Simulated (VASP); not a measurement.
# PtSe2 (P4_2/mnm) in VASP: a series of runs

PtSe2 is run at these levels: r2SCAN, LDA, PBE; tasks: relaxation of cell and atoms.

All numbers are computed with VASP 6.6.1; they aren't measurements. Logs are shortened: lines on timing, memory, paths and dates and some standing lists are left out, and cuts for length are marked.

**1. The cell of the first run**

It takes space group P4_2/mnm (No. 136, tetragonal). The conventional cell has a = 5.801 Å, b = 5.801 Å, c = 4.009 Å, α = 90.00°, β = 90.00°, γ = 90.00°. Pt (site symmetry mmm) has 6 Se at 2.54 Å within 3.4 Å. Within 3.4 Å of Se (site symmetry m2m) lie 3 Pt at 2.54 Å and 1 Se at 3.12 Å.

**2. Relaxation of cell and atoms, r2SCAN**

File POSCAR:

```
PtSe2
1.0
    5.8008420823      0.0000000000      0.0000000000
    0.0000000000      5.8008420823      0.0000000000
    0.0000000000      0.0000000000      4.0086147336
Pt Se
2 4
Direct
    0.0000000000      0.0000000000      0.0000000000
    0.5000000000      0.5000000000      0.5000000000
    0.3100953453      0.3100953453      0.0000000000
    0.1899046547      0.8100953453      0.5000000000
    0.8100953453      0.1899046547      0.5000000000
    0.6899046547      0.6899046547      0.0000000000
```

File INCAR.step1:

```
SYSTEM = PtSe2
PREC = Accurate ; ENCUT = 600
ISMEAR = -1 ; SIGMA = 0.02
LREAL = .False. ; LASPH = .True.
NELM = 60 ; GGA = PE
ALGO = Normal ; EDIFF = 1E-4
LWAVE = .True. ; LCHARG = .False.
```

File INCAR.step2:

```
SYSTEM = PtSe2
PREC = Accurate ; ENCUT = 600
EDIFF = 1E-6 ; ISMEAR = -1
SIGMA = 0.02 ; LREAL = .False.
LASPH = .True. ; NELM = 60
ALGO = Normal ; ISIF = 3
LWAVE = .False. ; LCHARG = .False.
METAGGA = R2SCAN ; LMIXTAU = .True.
IBRION = 2 ; NSW = 80
EDIFFG = -0.005 ; ISTART = 1
```

File KPOINTS:

```
Automatic mesh
0
Gamma
  4 4 6
  0 0 0
```

Potentials or basis: VASP PAW PBE potentials, release 64 (Pt, Se).

The run is started by

```bash
$ cat potpaw_PBE.64/Pt/POTCAR potpaw_PBE.64/Se/POTCAR > POTCAR
$ cp INCAR.step1 INCAR
$ mpirun -np 1 vasp_std > vasp.out
$ cp INCAR.step2 INCAR
$ mpirun -np 1 vasp_std > vasp.out
```

OUTCAR:

```text
SYSTEM = PtSe2
   PREC = Accurate
   ENCUT = 600
   EDIFF = 1E-6
   ISMEAR = -1
   LREAL = .False.
   LASPH = .True.
   NELM = 60
   ISIF = 3
   METAGGA = R2SCAN
   IBRION = 2
   NSW = 80
   EDIFFG = -0.005
   ISTART = 1

 ion  position               nearest neighbor table
   1  0.000  0.000  0.000-   4 2.54   5 2.54   4 2.54   5 2.54   3 2.54   6 2.54
   2  0.500  0.500  0.500-   3 2.54   6 2.54   3 2.54   6 2.54   5 2.54   4 2.54
   3  0.310  0.310  0.000-   2 2.54   2 2.54   1 2.54
   4  0.190  0.810  0.500-   1 2.54   1 2.54   2 2.54
   5  0.810  0.190  0.500-   1 2.54   1 2.54   2 2.54
   6  0.690  0.690  0.000-   2 2.54   2 2.54   1 2.54

  LATTYP: Found a simple tetragonal cell.
 ALAT       =     5.8008420823
 C/A-ratio  =     0.6910401415

  Lattice vectors:

 A1 = (   5.8008420823,   0.0000000000,   0.0000000000)
 A2 = (   0.0000000000,   5.8008420823,   0.0000000000)
 A3 = (   0.0000000000,   0.0000000000,   4.0086147336)

Analysis of symmetry for initial positions (statically):
=====================================================================
 Subroutine PRICEL returns:
 Original cell was already a primitive cell.

 Routine SETGRP: Setting up the symmetry group for a
 simple tetragonal supercell.

 Subroutine GETGRP returns: Found 16 space group operations
 (whereof  8 operations were pure point group operations)
 out of a pool of 16 trial point group operations.

The static configuration has the point symmetry D_2h.
 The point group associated with its full space group is D_4h.

Analysis of symmetry for dynamics (positions and initial velocities):
=====================================================================
 Subroutine PRICEL returns:
 Original cell was already a primitive cell.

 Routine SETGRP: Setting up the symmetry group for a
 simple tetragonal supercell.

 Subroutine GETGRP returns: Found 16 space group operations
 (whereof  8 operations were pure point group operations)
 out of a pool of 16 trial point group operations.

The dynamic configuration has the point symmetry D_2h.
 The point group associated with its full space group is D_4h.

 Subroutine INISYM returns: Found 16 space group operations
 (whereof  8 operations are pure point group operations),
 and found     1 'primitive' translations

[... 85 lines left out ...]
   total plane-waves  NPLWV =  73728
   dimension x,y,z NGX =    48 NGY =   48 NGZ =   32
   dimension x,y,z NGXF=    96 NGYF=   96 NGZF=   64
   ions per type =               2   4
   NGX,Y,Z   is equivalent  to a cutoff of  13.76, 13.76, 13.27 a.u.
   NGXF,Y,Z  is equivalent  to a cutoff of  27.51, 27.51, 26.54 a.u.
 SYSTEM =  PtSe2
   PREC   = accura    normal or accurate (medium, high low for compatibility)
   ISTART =      1    job   : 0-new  1-cont  2-samecut
   ICHARG =      0    charge: 1-file 2-atom 10-const
   ISPIN  =      1    spin polarized calculation?
   LNONCOLLINEAR =      F non collinear calculations
   LSORBIT =      F    spin-orbit coupling
   LASPH  =      T    aspherical Exc in radial PAW
   ENCUT  =  600.0 eV  44.10 Ry    6.64 a.u.  11.59 11.59  8.01*2*pi/ulx,y,z
   NELM   =     60;   NELMIN=  2; NELMDL=  0     # of ELM steps
   EDIFF  = 0.1E-05   stopping-criterion for ELM
   LREAL  =      F    real-space projection
   EDIFFG = -.5E-02   stopping-criterion for IOM
   NSW    =     80    number of steps for IOM
   IBRION =      2    ionic relax: 0-MD 1-quasi-New 2-CG
   NFREE  =      1    steps in history (QN), initial steepest desc. (CG)
   ISIF   =      3    stress and relaxation
   ISYM   =      2    0-nonsym 1-usesym 2-fastsym
   POTIM  = 0.5000    time-step for ionic-motion
   TEBEG  =    0.0;   TEEND  =   0.0 temperature during run
   PSTRESS=    0.0 pullay stress
   NELECT =      44.0000    total number of electrons
   NUPDOWN=      -1.0000    fix difference up-down
   EMIN   =  10.00;   EMAX   =-10.00  energy-range for DOS
   EFERMI =   0.00;   METHOD = LEGACY
   ISMEAR =    -1;   SIGMA  =   0.02  broadening in eV -4-tet -1-fermi 0-gaus
   EFERMI_NEDOS =   21; number of points for ismear=-14 and -15
   IALGO  =     38    algorithm
   IMIX   =      4    mixing-type and parameters
     AMIX     =   0.40;   BMIX     =  1.00
     AMIX_MAG =   1.60;   BMIX_MAG =  1.00
  volume/ion in A,a.u.               =      22.48       151.71
  Fermi-wavevector in a.u.,A,eV,Ry     =   1.126939  2.129605 17.279271  1.269991
  Thomas-Fermi vector in A             =   2.263623
   LORBIT       =      0    0 simple, 1 ext, 2 COOP (PROOUT), +10 PAW based schemes
   METAGGA = R2SCAN    functional components
   LHFCALC =     F    Hartree Fock is set to
   AEXX    =    0.0000 exact exchange contribution
   IVDW    =     0    specifies the selected vdW correction
   LEPSILON=     F    determine dielectric tensor
   LRPA    =     F    only Hartree local field effects (RPA)
 conjugate gradient relaxation of ions
 non-spin polarized calculation
  energy-cutoff  :      600.00
  volume of cell :      134.89
 maximum number of plane-waves:      4544
 NGX is ok and might be reduce to    48
   NGX = 23   NGY = 23   NGZ = 17

--------------------------------------- Ionic step        1  -------------------------------------------

 number of electron      43.9999998 magnetization

 Free energy of the ion-electron system (eV)
  ---------------------------------------------------
  ext. energy  EPLUGINS =         0.00000000
  ---------------------------------------------------
  free energy    TOTEN  =      -160.76991499 eV

  energy without entropy =     -160.75241559  energy(sigma->0) =     -160.76116529

------------------------ aborting loop because EDIFF is reached ----------------------------------------

  FORCE on cell =-STRESS in cart. coord.  units (eV):
  Direction    XX          YY          ZZ          XY          YZ          ZX
  --------------------------------------------------------------------------------------
  -------------------------------------------------------------------------------------
  Total       -1.9048723     -1.9048723     -2.3875047     -0.0000000      0.0000000      0.0000000
  in kB      -22.6255970    -22.6255970    -28.3581834     -0.0000000      0.0000000      0.0000000
  external PRESSURE =     -24.5364592 kB  Pullay stress =       0.0000000 kB
[... 147 lines left out ...]
--------------------------------------- Ionic step        5  -------------------------------------------

 number of electron      44.0000003 magnetization

 Free energy of the ion-electron system (eV)
  ---------------------------------------------------
  ext. energy  EPLUGINS =         0.00000000
  ---------------------------------------------------
  free energy    TOTEN  =      -160.79622441 eV

  energy without entropy =     -160.77970432  energy(sigma->0) =     -160.78796437

 E-fermi :   4.6475     XC(G=0): -10.8409

 val. band max:        4.6449359010   @ k =   0.0000   0.0000   0.3333
 cond. band min:       4.6590748260   @ k =   0.5000   0.2500   0.0000
 fundamental gap:      0.0141389251
 Fermi energy:         4.6474646897

 k-point     1 :       0.0000    0.0000    0.0000
  band No.  band energies     occupation
      1     -10.5665      2.00000
      2      -8.9092      2.00000
      3      -8.3471      2.00000
      4      -8.3471      2.00000
      5      -3.0118      2.00000
      6      -2.0296      2.00000
[... 718 lines left out ...]
  FREE ENERGIE OF THE ION-ELECTRON SYSTEM (eV)
  ---------------------------------------------------
  free  energy   TOTEN  =      -160.7962244131 eV

  energy  without entropy=     -160.7797043182  energy(sigma->0) =     -160.78796437

 reached required accuracy - stopping structural energy minimisation
```

OUTCAR.step1:

```text
SYSTEM = PtSe2
   PREC = Accurate
   ENCUT = 600
   ISMEAR = -1
   LREAL = .False.
   LASPH = .True.
[... 932 lines left out ...]
      1.10161      4.69924      2.00431        -0.000791      0.000791     -0.000000
      4.69924      1.10161      2.00431         0.000791     -0.000791      0.000000
      4.00203      4.00203      0.00000        -0.000791     -0.000791      0.000000
 -----------------------------------------------------------------------------------
    total drift:                                0.000000     -0.000000     -0.000000

  FREE ENERGIE OF THE ION-ELECTRON SYSTEM (eV)
  ---------------------------------------------------
  free  energy   TOTEN  =       -26.5968764826 eV

  energy  without entropy=      -26.5808850842  energy(sigma->0) =      -26.58888078
```

Run time: 8.2 min. Hardware: 1 thread of Intel Xeon 6975P-C (Granite Rapids), shared host; peak memory 0.35 GiB.

What came out:

```
Free energy                           : -160.7962 eV
Relaxed volume                        : 21.92 Å³/atom
Relaxed cell                          : a = 5.747 Å, b = 5.747 Å, c = 3.983 Å, α = 90.00°, β = 90.00°, γ = 90.00°
Space group after relaxing (to 0.1 Å) : P4_2/mnm (No. 136)
Energy gained by relaxing             : 4.4 meV/atom
Ionic steps                           : 5
Pressure after relaxing               : 0.0 GPa
Largest force after relaxing          : 0.003 eV/Å
Band gap on the k mesh                : zero (bands 22 and 23 overlap by 0.38 eV)
```

Forces in eV/Å, atoms in the order of the input:
```
Pt   0.000  0.000  0.000
Pt   0.000  0.000  0.000
Se  -0.002 -0.002  0.000
Se   0.002 -0.002  0.000
Se  -0.002  0.002  0.000
Se   0.002  0.002  0.000
```

The path:
| step | energy change (eV) | largest force (eV/Å) | pressure (GPa) | volume (Å³) |
| --- | --- | --- | --- | --- |
| 1 | 0.0000 | 0.0144 | -2.45 | 134.89 |
| 2 | 0.0104 | 0.1836 | 3.17 | 128.28 |
| 3 | -0.0246 | 0.0864 | -0.03 | 131.81 |
| 4 | -0.0261 | 0.0352 | -0.01 | 131.63 |
| 5 | -0.0263 | 0.0033 | 0.01 | 131.52 |

Final structure:
```
Pt Se
1.0
     5.74652    0.00000    0.00000
     0.00000    5.74652    0.00000
     0.00000    0.00000    3.98271
Pt Se
2 4
Direct
  0.00000 0.00000 0.00000
  0.50000 0.50000 0.50000
  0.30932 0.30932 0.00000
  0.19068 0.80932 0.50000
  0.80932 0.19068 0.50000
  0.69068 0.69068 0.00000
```

Caveat: the PAW data sets were made with another functional, which shifts forces and pressure a little; spin-orbit coupling is left out, which moves the levels of the heavy elements.

**3. Relaxation of cell and atoms, LDA**

File INCAR:

```
SYSTEM = PtSe2
  PREC = Accurate
  ENCUT = 600
  EDIFF = 1E-7
  ISMEAR = -1
  SIGMA = 0.02
  LREAL = .FALSE.
  LASPH = .TRUE.
  NELM = 60
  ALGO = Normal
  ISIF = 3
  LWAVE = .FALSE.
  LCHARG = .FALSE.
  GGA = CA
  IBRION = 2
  NSW = 80
  EDIFFG = -0.005
```

File KPOINTS:

```
regular mesh
0
G
  4 4 6
  0 0 0
```

POSCAR is that of step 2.

Potentials or basis: VASP PAW LDA potentials, release 64 (Pt, Se).

The run is started by

```bash
$ cat potpaw_LDA.64/Pt/POTCAR potpaw_LDA.64/Se/POTCAR > POTCAR
$ mpirun -np 1 vasp_std > vasp.out
```

Wall time 9.8 min (1 thread of Intel Xeon Platinum 8259CL at 2.50GHz (Skylake/Cascade Lake), shared host); peak memory 0.28 GiB.

It converged, with:

```yaml
Free_energy: -32.1187 eV
Relaxed_volume: 21.11 Å³/atom
Relaxed_cell: a = 5.660 Å, b = 5.660 Å, c = 3.954 Å, α = 90.00°, β = 90.00°, γ = 90.00°
Space_group_after_relaxing_to_0.1_Å: P4_2/mnm (No. 136)
Energy_gained_by_relaxing: 28.3 meV/atom
Ionic_steps: 11
Pressure_after_relaxing: 0.0 GPa
Band_gap_on_the_k_mesh: zero (bands 22 and 23 overlap by 0.43 eV)
```

Step by step:
```tsv
step	energy change (eV)	largest force (eV/Å)	pressure (GPa)	volume (Å³)
1	0.0000	0.0662	-6.35	134.89
2	0.1286	0.4989	10.65	118.22
3	-0.1619	0.1265	-0.23	127.40
4	-0.1620	0.1310	-0.09	127.25
5	-0.1691	0.0230	-0.03	126.82
6	-0.1697	0.0218	0.01	126.64
7	-0.1697	0.0186	0.01	126.65
8	-0.1697	0.0114	-0.02	126.68
9	-0.1698	0.0025	-0.06	126.72
10	-0.1698	0.0078	0.09	126.55
11	-0.1698	0.0018	0.00	126.65
```

Final structure:
```cif
data_structure
_symmetry_space_group_name_H-M 'P 1'
_symmetry_Int_Tables_number 1
_cell_length_a 5.6599
_cell_length_b 5.6599
_cell_length_c 3.9535
_cell_angle_alpha 90.000
_cell_angle_beta 90.000
_cell_angle_gamma 90.000
_cell_volume 126.65
loop_
_atom_site_label
_atom_site_type_symbol
_atom_site_fract_x
_atom_site_fract_y
_atom_site_fract_z
_atom_site_occupancy
Pt1 Pt 0.00000 0.00000 0.00000 1
Pt2 Pt 0.50000 0.50000 0.50000 1
Se1 Se 0.30959 0.30959 0.00000 1
Se2 Se 0.19041 0.80959 0.50000 1
Se3 Se 0.80959 0.19041 0.50000 1
Se4 Se 0.69041 0.69041 0.00000 1
```

Levels at points of the mesh, in eV from the Fermi level:
```
           k point  band 19  band 20  band 21  band 22  band 23  band 24  band 25  band 26
(0.00, 0.00, 0.00)    -0.94    -0.63     0.24     0.24     0.54     2.38     2.60     2.60
(0.50, 0.00, 0.00)    -1.31    -1.31    -0.57    -0.57     2.20     2.20     2.23     2.23
(0.50, 0.50, 0.00)    -1.13    -1.13    -0.19    -0.19     0.42     0.42     2.43     2.43
(0.00, 0.00, 0.50)    -0.95    -0.95     0.00     0.00     0.20     0.20     0.77     0.77
(0.50, 0.00, 0.50)    -1.42    -1.42    -0.92    -0.92     0.00     0.00     3.44     3.44
(0.50, 0.50, 0.50)    -0.28    -0.28    -0.13    -0.13     0.97     0.97     1.03     1.03
```

Caveat: spin-orbit coupling is left out, which moves the levels of the heavy elements.

**4. Relaxation of cell and atoms, PBE**

This run uses another cell than the first one, of 27.79 Å³/atom.

File INCAR:

```
SYSTEM = PtSe2
  ALGO = Normal
  EDIFF = 1E-7
  EDIFFG = -0.005
  ENCUT = 600
  GGA = PE
  IBRION = 2
  ISIF = 3
  ISMEAR = -1
  LASPH = .TRUE.
  LCHARG = .FALSE.
  LREAL = .FALSE.
  LWAVE = .FALSE.
  NELM = 60
  NSW = 80
  PREC = Accurate
  SIGMA = 0.02
```

File KPOINTS:

```
k-points
0
G
  4 4 6
  0 0 0
```

File POSCAR:

```
PtSe2
1.0
    6.3217536700      0.0000000000      0.0000000000
    0.0000000000      6.3217536700      0.0000000000
    0.0000000000      0.0000000000      4.1723574222
Pt Se
2 4
Direct
    0.0000000000      0.0000000000      0.0000000000
    0.5000000000      0.5000000000      0.5000000000
    0.3050000000      0.3050000000      0.0000000000
    0.1950000000      0.8050000000      0.5000000000
    0.8050000000      0.1950000000      0.5000000000
    0.6950000000      0.6950000000      0.0000000000
```

Potentials or basis: VASP PAW PBE potentials, release 64 (Pt, Se).

The run is started by

```bash
$ cat potpaw_PBE.64/Pt/POTCAR potpaw_PBE.64/Se/POTCAR > POTCAR
$ mpirun -np 1 vasp_std > vasp.out
```

It took 22 min on 1 thread of Intel Xeon Platinum 8259CL at 2.50GHz (Skylake/Cascade Lake), shared host; peak memory 0.39 GiB.

The run converged. Its results:

| Quantity | Value |
| --- | --- |
| Free energy | -26.5985 eV |
| Relaxed volume | 22.48 Å³/atom |
| Relaxed cell | a = 5.802 Å, b = 5.802 Å, c = 4.007 Å, α = 90.00°, β = 90.00°, γ = 90.00° |
| Space group after relaxing (to 0.1 Å) | P4_2/mnm (No. 136) |
| Energy gained by relaxing | 252.3 meV/atom |
| Ionic steps | 12 |
| Pressure after relaxing | 0.0 GPa |
| Band gap on the k mesh | zero (bands 22 and 23 overlap by 0.37 eV) |

The path:
```
step  energy change (eV)  largest force (eV/Å)  pressure (GPa)  volume (Å³)
   1              0.0000                0.5926          -12.11       166.75
   2             -0.7024                0.7128           16.43       121.01
   3             -1.4429                0.1038           -0.45       136.98
   4             -1.4434                0.0849           -0.04       136.42
   5             -1.4863                0.1058            0.04       135.55
   6             -1.5083                0.1479            0.29       134.34
   7             -1.5121                0.0784           -0.29       135.19
   8             -1.5122                0.0654           -0.40       135.35
   9             -1.5130                0.0436            0.24       134.65
  10             -1.5135                0.0016           -0.01       134.92
  11             -1.5135                0.0003           -0.02       134.92
  12             -1.5135                0.0017            0.00       134.88
```

Final structure:
```cif
data_structure
_symmetry_space_group_name_H-M 'P 1'
_symmetry_Int_Tables_number 1
_cell_length_a 5.8016
_cell_length_b 5.8016
_cell_length_c 4.0073
_cell_angle_alpha 90.000
_cell_angle_beta 90.000
_cell_angle_gamma 90.000
_cell_volume 134.88
loop_
_atom_site_label
_atom_site_type_symbol
_atom_site_fract_x
_atom_site_fract_y
_atom_site_fract_z
_atom_site_occupancy
Pt1 Pt 0.00000 0.00000 0.00000 1
Pt2 Pt 0.50000 0.50000 0.50000 1
Se1 Se 0.31007 0.31007 0.00000 1
Se2 Se 0.18993 0.81007 0.50000 1
Se3 Se 0.81007 0.18993 0.50000 1
Se4 Se 0.68993 0.68993 0.00000 1
```

Levels at points of the mesh, in eV from the Fermi level:
```
           k point  band 18  band 19  band 20  band 21  band 22  band 23  band 24  band 25  band 26
(0.00, 0.00, 0.00)    -1.60    -0.87    -0.56     0.22     0.22     0.50     2.11     2.46     2.46
(0.50, 0.00, 0.00)    -1.60    -1.22    -1.22    -0.47    -0.47     2.04     2.04     2.13     2.13
(0.50, 0.50, 0.00)    -2.12    -0.99    -0.99    -0.30    -0.30     0.36     0.36     2.32     2.32
(0.00, 0.00, 0.50)    -2.41    -0.86    -0.86     0.01     0.01     0.15     0.15     0.76     0.76
(0.50, 0.00, 0.50)    -2.95    -1.39    -1.39    -0.83    -0.83     0.01     0.01     3.19     3.19
(0.50, 0.50, 0.50)    -2.21    -0.28    -0.28    -0.10    -0.10     0.89     0.89     0.92     0.92
```

Caveat: the volume moved by over 15 % at a fixed basis, so the end points are rough; spin-orbit coupling is left out, which moves the levels of the heavy elements.

**5. The runs side by side**

| level | potentials or basis | cell | gap on the mesh (eV) | pressure (GPa) | relaxed volume (Å³/atom) |
| --- | --- | --- | --- | --- | --- |
| r2SCAN | VASP PAW PBE potentials, release 64 (Pt, Se) | relaxed from a = 5.801, b = 5.801, c = 4.009 Å, 6 atoms, atomic positions A | none | 0.0 | 21.92 |
| LDA | VASP PAW LDA potentials, release 64 (Pt, Se) | relaxed from a = 5.801, b = 5.801, c = 4.009 Å, 6 atoms, atomic positions A | none | 0.0 | 21.11 |
| PBE | VASP PAW PBE potentials, release 64 (Pt, Se) | relaxed from a = 6.322, b = 6.322, c = 4.172 Å, 6 atoms, atomic positions B | none | 0.0 | 22.48 |

Alike in all rows: task relaxation of cell and atoms; no spin polarisation; k mesh 4 × 4 × 6; cutoff (eV) 600; smearing fermi-dirac 0.02 eV.

Caveats: spin-orbit coupling is left out, which moves the levels of the heavy elements; the PAW data sets were made with another functional, which shifts forces and pressure a little (at least some runs); the volume moved by over 15 % at a fixed basis, so the end points are rough (at least some runs).

Absolute energies hang on the potentials; compare differences alone.
